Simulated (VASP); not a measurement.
Crystal: AlRu.

```
Al Ru
1.0
     2.99160    0.00000    0.00000
     0.00000    2.99160    0.00000
     0.00000    0.00000    2.99160
Al Ru
1 1
Direct
  0.00000 0.00000 0.00000
  0.50000 0.50000 0.50000
```

| Quantity | Value |
| --- | --- |
| Program | VASP 6.6.1 |
| Task | relaxation of cell and atoms |
| Functional | PBE |
| Dispersion | D3(BJ) |
| Potentials or basis | VASP PAW PBE potentials, release 64 (Al, Ru_pv) |
| Cutoff | 600 eV |
| k mesh | 14 × 14 × 14 |
| Occupations | gaussian, width 0.1 eV |
| Spin | no spin polarisation |

At the start: pressure -3.8 GPa; volume 13.39 Å³/atom.

Question: How do energy, volume and symmetry change on relaxing?

Answer: Over 3 steps the energy falls by 3.0 meV/atom and the volume is 13.14 Å³/atom (-1.8 %); space group Pm-3m (No. 221, to 0.05 Å).

Step by step:
| step | energy change (eV) | largest force (eV/Å) | pressure (GPa) | volume (Å³) |
| --- | --- | --- | --- | --- |
| 1 | 0.0000 | 0.0000 | -3.82 | 26.77 |
| 2 | 0.0084 | 0.0000 | 6.69 | 25.56 |
| 3 | -0.0061 | 0.0000 | -0.01 | 26.28 |

Final structure:
```xyz
2
Lattice="2.9731 0.0000 0.0000 0.0000 2.9731 0.0000 0.0000 0.0000 2.9731" Properties=species:S:1:pos:R:3 pbc="T T T"
Al    0.0000    0.0000    0.0000
Ru    1.4866    1.4866    1.4866
```

Caveat: pairwise dispersion overbinds metals, which lowers pressure and volume.
